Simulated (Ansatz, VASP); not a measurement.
**One calculation of Mg3ZnTe4, two programs**

```
Mg Zn Te
1.0
     6.36243    0.08933   -0.03325
     0.08933    6.45435    0.09397
    -0.03325    0.09397    6.35566
Mg Zn Te
3 1 4
Direct
  0.49510 0.00082 0.98361
  0.99656 0.00058 0.50157
  0.00440 0.51583 0.99880
  0.49952 0.49723 0.50418
  0.25867 0.73827 0.26488
  0.27076 0.25223 0.75056
  0.74050 0.74465 0.73663
  0.73450 0.25038 0.25978
```

Change from the starting cell: cell x1, atoms moved at random (sigma 0.05 Å) and cell strained at random (1.5 %), then relaxed without symmetry.

Alike in both runs: task relaxation of cell and atoms; functional PBE; k mesh 2 × 2 × 2; occupations gaussian, width 0.1 eV; no spin polarisation.

```csv
,VASP,Ansatz
version,VASP 6.6.1,Ansatz 0.2.0
potentials or method,"VASP PAW PBE potentials, release 64 (Mg, Zn, Te), cutoff 600 eV","scalar-relativistic, plane waves, PAW"
valence electrons in the cell,42,106
```

VASP gave:

| Quantity | Value |
| --- | --- |
| gap on the k mesh at the Fermi level, each at its own relaxed structure (eV) | 1.77 |
| relaxed volume (Å³/atom) | 33.34 |
| relaxed cell length with the largest relative difference (Å) | 6.443 |

Estimate Ansatz's values.

gap on the k mesh at the Fermi level, each at its own relaxed structure (eV): 1.79; relaxed volume (Å³/atom): 33.25; relaxed cell length with the largest relative difference (Å): 6.431.

VASP's potentials hold 42 valence electrons a cell and Ansatz's 106, so a difference there can come from the potentials and not from the codes.

The k mesh is coarse, so the values compare programs but aren't converged. Spin-orbit coupling is off throughout.
